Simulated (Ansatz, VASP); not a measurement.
## Si: VASP beside Ansatz

POSCAR

```
Si
1.0
    2.7154700000     -2.7154700000      0.0000000000
    2.7154700000      0.0000000000     -2.7154700000
    6.5171280000      4.3447520000      5.4309400000
Si
6
Direct
    0.4500133333      0.6666666667      0.5416333333
    0.9166800000      0.0000000000      0.2083000000
   -0.0166533333      0.3333333333      0.8749666667
    0.3500133333      0.6666666667      0.7916333333
    0.8166800000      1.0000000000      0.4583000000
    0.2833466667      0.3333333333      0.1249666667
```

INCAR.step1

```
SYSTEM = Si
PREC = Accurate
ENCUT = 520
ISMEAR = 0
SIGMA = 0.05
LREAL = .FALSE.
LASPH = .TRUE.
NELM = 60
NBANDS = 21
GGA = PE
ALGO = Normal
EDIFF = 1E-4
LWAVE = .TRUE.
LCHARG = .FALSE.
```

INCAR.step2

```
SYSTEM = Si
PREC = Accurate
ENCUT = 520
EDIFF = 1E-6
ISMEAR = 0
SIGMA = 0.05
LREAL = .FALSE.
LASPH = .TRUE.
NELM = 60
ALGO = Normal
ISIF = 2
LWAVE = .FALSE.
LCHARG = .FALSE.
METAGGA = R2SCAN
LMIXTAU = .TRUE.
NBANDS = 21
ISTART = 1
```

The input KPOINTS:

```
regular mesh
0
G
  8 8 3
  0 0 0
```

Input for Ansatz:

```yaml
crystal:
  lattice:
    - [2.71547, -2.71547, 0.0]
    - [2.71547, 0.0, -2.71547]
    - [6.517128, 4.344752, 5.43094]
  atoms:
    - { symbol: Si, position: [0.4500133333, 0.6666666667, 0.5416333333] }
    - { symbol: Si, position: [0.91668, 0.0, 0.2083] }
    - { symbol: Si, position: [-0.0166533333, 0.3333333333, 0.8749666667] }
    - { symbol: Si, position: [0.3500133333, 0.6666666667, 0.7916333333] }
    - { symbol: Si, position: [0.81668, 1.0, 0.4583] }
    - { symbol: Si, position: [0.2833466667, 0.3333333333, 0.1249666667] }
basis:
  ecutwfc: 500
kpoints:
  mp_grid: { grid: [8, 8, 3] }
hamiltonian:
  xc: r2scan
scf:
  occupations: { method: gaussian, width: 0.05 }
output:
  forces: true
  stress: true
  eigenvalues: true
```

Alike in both runs: task single point; functional r2SCAN; k mesh 8 × 8 × 3; occupations gaussian, width 0.05 eV; no spin polarisation.

|  | VASP | Ansatz |
| --- | --- | --- |
| version | VASP 6.6.1 | Ansatz 0.2.0 |
| potentials or method | VASP PAW PBE potentials, release 64 (Si), cutoff 520 eV | scalar-relativistic, plane waves, PAW |
| valence electrons in the cell | 24 | 24 |

|  | VASP | Ansatz | Ansatz less VASP |
| --- | --- | --- | --- |
| gap on the k mesh at the Fermi level (eV) | none | none | - |
| pressure (GPa) | -1.1 | -0.9 | +0.21 |
| traceless stress, the component that is largest in VASP (GPa) | -4.97 | -4.95 | +0.024 |
| rms of the force components (eV/Å) | 0.377 | 0.378 | +0.0011 |

VASP's potentials were made for PBE, not for r2SCAN. Atom by atom the forces differ by 0.007 eV/Å (rms over components). A gap of «none» marks a metal or a gap that the smearing closes.
